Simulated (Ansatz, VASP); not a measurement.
**Co in VASP and in Ansatz**

File INCAR:

```
PREC = Accurate
ENCUT = 520
EDIFF = 1E-6
ISMEAR = -1
SIGMA = 0.1
LREAL = False
LASPH = True
NELM = 80
ALGO = Normal
ISIF = 2
LWAVE = False
LCHARG = True
GGA = B5
ALDAX = 1.0
AGGAX = 1.0
AGGAC = 1.0
ALDAC = 0.0
LELF = True
LVHAR = True
NBANDS = 10
```

Contents of KPOINTS:

```
regular mesh
0
Gamma
  15 15 15
```

Contents of POSCAR:

```
Co
1.0
    2.2236953445      0.0000000000      0.0000000000
    0.0000000000      2.2236953445      0.0000000000
    0.0000000000      0.0000000000      2.2236953445
Co
1
Direct
    0.0000000000      0.0000000000      0.0000000000
```

Input for Ansatz:

```yaml
crystal:
  lattice:
    - [2.2236953445, 0.0, 0.0]
    - [0.0, 2.2236953445, 0.0]
    - [0.0, 0.0, 2.2236953445]
  atoms:
    - { symbol: Co, position: [0.0, 0.0, 0.0] }
hamiltonian:
  xc: blyp
  pseudopotentials:
    kind: paw
    azcp:
      Co: "pseudopotentials/Co.paw.azcp"
basis:
  ecutwfc: 420
  fft_grid_basis: typed
kpoints:
  mp_grid: { grid: [15, 15, 15], shift: [0, 0, 0] }
magnetization:
  spin_polarized: false
scf:
  occupations: { method: fermi_dirac, width: 0.1 }
  lower_state_search: "off"
output:
  stress: true
  write_density: true
  write_potential: true
  elf: true
  volumetric_format: npy
```

Alike in both runs: task single point; functional BLYP; k mesh 15 × 15 × 15; occupations fermi-dirac, width 0.1 eV; no spin polarisation.

|  | VASP | Ansatz |
| --- | --- | --- |
| version | VASP 6.6.1 | Ansatz 0.2.0 |
| potentials or method | VASP PAW PBE potentials, release 64 (Co), cutoff 520 eV | plane waves (420 eV) with PAW, scalar-relativistic |
| valence electrons in the cell | 9 | 17 |

|  | VASP | Ansatz | Ansatz less VASP |
| --- | --- | --- | --- |
| pressure (GPa) | 26.6 | 27.4 | +0.76 |

VASP's potentials were made for PBE, not for BLYP. The functional is the same, so the differences come from potentials, cutoffs and numerics. VASP's potentials hold 9 valence electrons a cell and Ansatz's 17, so a difference there can come from the potentials and not from the codes.
